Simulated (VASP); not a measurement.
# TiN (Fm-3m) in VASP: a series of runs

The runs below take TiN through single point, with r2SCAN.

Everything below comes from runs of VASP 6.6.1. Logs are shortened: lines on timing, memory, paths and dates and some standing lists are left out, and cuts for length are marked.

## (1) The cell of the first run

The structure is cubic, space group Fm-3m (No. 225). Conventional cell: a = 4.267 Å, b = 4.267 Å, c = 4.267 Å, α = 90.00°, β = 90.00°, γ = 90.00°. Ti (site symmetry m-3m) has 6 N at 2.13 Å within 2.8 Å. Within 2.8 Å of N (site symmetry m-3m) lie 6 Ti at 2.13 Å.

## (2) Single point, r2SCAN, collinear spin, ferromagnetic start

File POSCAR:

```
TiN
1.0
    0.0000000000      2.1335964958      2.1335964958
    2.1335964958      0.0000000000      2.1335964958
    2.1335964958      2.1335964958      0.0000000000
Ti N
1 1
Direct
    0.0000000000      0.0000000000      0.0000000000
    0.5000000000      0.5000000000      0.5000000000
```

File INCAR.step1:

```
  ALGO = Normal
  EDIFF = 1E-5
  ENCUT = 660
  GGA = PE
  GGA_COMPAT = False
  ISMEAR = 0
  ISPIN = 2
  LASPH = True
  LCHARG = False
  LMAXMIX = 4
  LREAL = False
  LWAVE = True
  MAGMOM = 1 0
  NBANDS = 20
  NELM = 200
  PREC = Accurate
  SIGMA = 0.1
```

File INCAR.step2:

```
  ALGO = Normal
  EDIFF = 1E-6
  ENCUT = 660
  GGA_COMPAT = False
  ISIF = 2
  ISMEAR = 0
  ISPIN = 2
  ISTART = 1
  LASPH = True
  LCHARG = False
  LMAXMIX = 4
  LMIXTAU = True
  LORBIT = 11
  LREAL = False
  LWAVE = False
  MAGMOM = 1 0
  METAGGA = R2SCAN
  NBANDS = 20
  NELM = 200
  PREC = Accurate
  SIGMA = 0.1
```

File KPOINTS:

```
k-points
0
Gamma
  8 8 8
```

Potentials or basis: VASP PAW PBE potentials, release 64 (Ti_sv, N).

Started as:

```console
cat potpaw_PBE.64/Ti_sv/POTCAR potpaw_PBE.64/N/POTCAR > POTCAR
cp INCAR.step1 INCAR
mpirun -np 1 vasp_std > vasp.out
cp INCAR.step2 INCAR
mpirun -np 1 vasp_std > vasp.out
```

OUTCAR:

```text
EDIFF = 1E-6
   ENCUT = 660
   ISIF = 2
   ISMEAR = 0
   ISPIN = 2
   ISTART = 1
   LASPH = True
   LORBIT = 11
   LREAL = False
   METAGGA = R2SCAN
   NELM = 200
   PREC = Accurate

 ion  position               nearest neighbor table
   1  0.000  0.000  0.000-   2 2.13   2 2.13   2 2.13   2 2.13   2 2.13   2 2.13
   2  0.500  0.500  0.500-   1 2.13   1 2.13   1 2.13   1 2.13   1 2.13   1 2.13

  LATTYP: Found a face centered cubic cell.
 ALAT       =     4.2671929916

  Lattice vectors:

 A1 = (   0.0000000000,   2.1335964958,   2.1335964958)
 A2 = (   2.1335964958,   0.0000000000,   2.1335964958)
 A3 = (   2.1335964958,   2.1335964958,   0.0000000000)

Analysis of symmetry for initial positions (statically):
=====================================================================
 Subroutine PRICEL returns:
 Original cell was already a primitive cell.

 Routine SETGRP: Setting up the symmetry group for a
 face centered cubic supercell.

 Subroutine GETGRP returns: Found 48 space group operations
 (whereof 48 operations were pure point group operations)
 out of a pool of 48 trial point group operations.

The static configuration has the point symmetry O_h .

Analysis of symmetry for dynamics (positions and initial velocities):
=====================================================================
 Subroutine PRICEL returns:
 Original cell was already a primitive cell.

 Routine SETGRP: Setting up the symmetry group for a
 face centered cubic supercell.

 Subroutine GETGRP returns: Found 48 space group operations
 (whereof 48 operations were pure point group operations)
 out of a pool of 48 trial point group operations.

The dynamic configuration has the point symmetry O_h .

Analysis of structural, dynamic, and magnetic symmetry:
=====================================================================
 Subroutine PRICEL returns:
 Original cell was already a primitive cell.

 Routine SETGRP: Setting up the symmetry group for a
 face centered cubic supercell.

 Subroutine GETGRP returns: Found 48 space group operations
 (whereof 48 operations were pure point group operations)
 out of a pool of 48 trial point group operations.

The overall configuration has the point symmetry O_h .

 Subroutine INISYM returns: Found 48 space group operations
 (whereof 48 operations are pure point group operations),
 and found     1 'primitive' translations

----------------------------------------------------------------------------------------

[... 108 lines left out ...]
   EFERMI_NEDOS =   21; number of points for ismear=-14 and -15
   IALGO  =     38    algorithm
   IMIX   =      4    mixing-type and parameters
     AMIX     =   0.40;   BMIX     =  1.00
     AMIX_MAG =   1.60;   BMIX_MAG =  1.00
  volume/ion in A,a.u.               =       9.71        65.54
  Fermi-wavevector in a.u.,A,eV,Ry     =   1.565917  2.959155 33.362809  2.452097
  Thomas-Fermi vector in A             =   2.668323
   LORBIT       =     11    0 simple, 1 ext, 2 COOP (PROOUT), +10 PAW based schemes
   METAGGA = R2SCAN    functional components
   LHFCALC =     F    Hartree Fock is set to
   AEXX    =    0.0000 exact exchange contribution
   IVDW    =     0    specifies the selected vdW correction
   LEPSILON=     F    determine dielectric tensor
   LRPA    =     F    only Hartree local field effects (RPA)
 spin polarized calculation
 Gauss-broadening in eV      SIGMA  =   0.10
  energy-cutoff  :      660.00
  volume of cell :       19.43
 maximum number of plane-waves:       757
 NGX is ok and might be reduce to    28
   NGX = 13   NGY = 13   NGZ = 13

 number of electron      17.0000000 magnetization      -0.0000029

 Free energy of the ion-electron system (eV)
  ---------------------------------------------------
  ext. energy  EPLUGINS =         0.00000000
  ---------------------------------------------------
  free energy    TOTEN  =       -25.99969558 eV

  energy without entropy =      -25.99110673  energy(sigma->0) =      -25.99540116

 E-fermi :  11.4242     XC(G=0): -13.7642

 val. band max:       11.3749485414   @ k =   0.1250   0.0000   0.0000
 cond. band min:      11.4372300240   @ k =   0.3750   0.1250   0.0000
 fundamental gap:      0.0622814826
 Fermi energy:        11.4241767393

 spin component 1

 k-point     1 :       0.0000    0.0000    0.0000
  band No.  band energies     occupation
      1     -48.9798      1.00000
      2     -23.9304      1.00000
      3     -23.9304      1.00000
      4     -23.9304      1.00000
      5      -6.7409      1.00000
      6       9.0465      1.00000
[... 541 lines left out ...]
     19      35.3024      0.00000
     20      39.3413      0.00000

 [... further k-points ...]

 spin component 2

 k-point     1 :       0.0000    0.0000    0.0000
  band No.  band energies     occupation
      1     -48.9798      1.00000
      2     -23.9304      1.00000
      3     -23.9304      1.00000
      4     -23.9304      1.00000
      5      -6.7409      1.00000
      6       9.0465      1.00000
[... 541 lines left out ...]
     19      35.3024      0.00000
     20      39.3413      0.00000

 [... further k-points ...]
[... 5 lines left out ...]
  --------------------------------------------------------------------------------------
  -------------------------------------------------------------------------------------
  Total       -0.6241575     -0.6241575     -0.6241575     -0.0000000     -0.0000000     -0.0000000
  in kB      -51.4799236    -51.4799236    -51.4799236     -0.0000000     -0.0000000     -0.0000000
  external PRESSURE =     -51.4799236 kB  Pullay stress =       0.0000000 kB

 VOLUME and BASIS-vectors are now :
 -----------------------------------------------------------------------------
  energy-cutoff  :      660.00
  volume of cell :       19.43
      direct lattice vectors                 reciprocal lattice vectors
     0.000000000  2.133596496  2.133596496    -0.234346092  0.234346092  0.234346092
     2.133596496  0.000000000  2.133596496     0.234346092 -0.234346092  0.234346092
     2.133596496  2.133596496  0.000000000     0.234346092  0.234346092 -0.234346092

 POSITION                                       TOTAL-FORCE (eV/Angst)
 -----------------------------------------------------------------------------------
      0.00000      0.00000      0.00000        -0.000000      0.000000     -0.000000
      2.13360      2.13360      2.13360         0.000000     -0.000000      0.000000
 -----------------------------------------------------------------------------------
    total drift:                                0.000000      0.000000      0.000000

  FREE ENERGIE OF THE ION-ELECTRON SYSTEM (eV)
  ---------------------------------------------------
  free  energy   TOTEN  =       -25.9996955777 eV

  energy  without entropy=      -25.9911067332  energy(sigma->0) =      -25.99540116

 total charge

# of ion       s       p       d       tot
------------------------------------------
    1        2.176   6.219   1.915  10.311
    2        1.251   2.523   0.000   3.774
--------------------------------------------------
tot          3.427   8.742   1.915  14.084

 magnetization (x)

# of ion       s       p       d       tot
------------------------------------------
    1       -0.000  -0.000  -0.000  -0.000
    2       -0.000  -0.000   0.000  -0.000
--------------------------------------------------
tot         -0.000  -0.000  -0.000  -0.000
```

OSZICAR.step1:

```text
N       E                     dE             d eps       ncg     rms          rms(c)
DAV:   1     0.160890981592E+03    0.16089E+03   -0.96467E+03  2336   0.124E+03
DAV:   2    -0.133518509032E+02   -0.17424E+03   -0.16074E+03  2352   0.345E+02
DAV:   3    -0.243930532446E+02   -0.11041E+02   -0.10779E+02  2952   0.862E+01
DAV:   4    -0.246660795839E+02   -0.27303E+00   -0.27246E+00  2760   0.125E+01
DAV:   5    -0.246710159996E+02   -0.49364E-02   -0.49363E-02  2724   0.151E+00    0.187E+01
DAV:   6    -0.200432082156E+02    0.46278E+01   -0.83549E+00  3332   0.433E+01    0.714E+00
DAV:   7    -0.196708813643E+02    0.37233E+00   -0.13061E+00  2800   0.136E+01    0.491E+00
DAV:   8    -0.197777464279E+02   -0.10687E+00   -0.59216E-01  3244   0.105E+01    0.431E+00
DAV:   9    -0.196363623140E+02    0.14138E+00   -0.15570E-01  2724   0.588E+00    0.118E+00
DAV:  10    -0.196305852978E+02    0.57770E-02   -0.16272E-02  2992   0.135E+00    0.377E-01
DAV:  11    -0.196303574560E+02    0.22784E-03   -0.10339E-03  2704   0.338E-01    0.198E-01
DAV:  12    -0.196301274822E+02    0.22997E-03   -0.29827E-04  2908   0.231E-01    0.583E-02
DAV:  13    -0.196301400949E+02   -0.12613E-04   -0.49443E-05  2672   0.655E-02    0.164E-02
DAV:  14    -0.196301387892E+02    0.13057E-05   -0.39683E-06  1456   0.264E-02
   1 F= -.19630139E+02 E0= -.19625835E+02  d E =-.860799E-02  mag=     0.0000
```

Run time: 85 s. Hardware: 1 thread of Intel Xeon 6975P-C (Granite Rapids), shared host; peak memory 0.19 GiB.

What came out:

```yaml
Free_energy: -25.9997 eV
Pressure: -5.1 GPa
Net_moment: 0.00 μB per cell
Valence_electrons_inside_the_program's_atomic_spheres: Ti 10.31; N 3.77
```

Caveat: the PAW data sets were made with another functional, which shifts forces and pressure a little.

(Continued in part 2 of 2.)
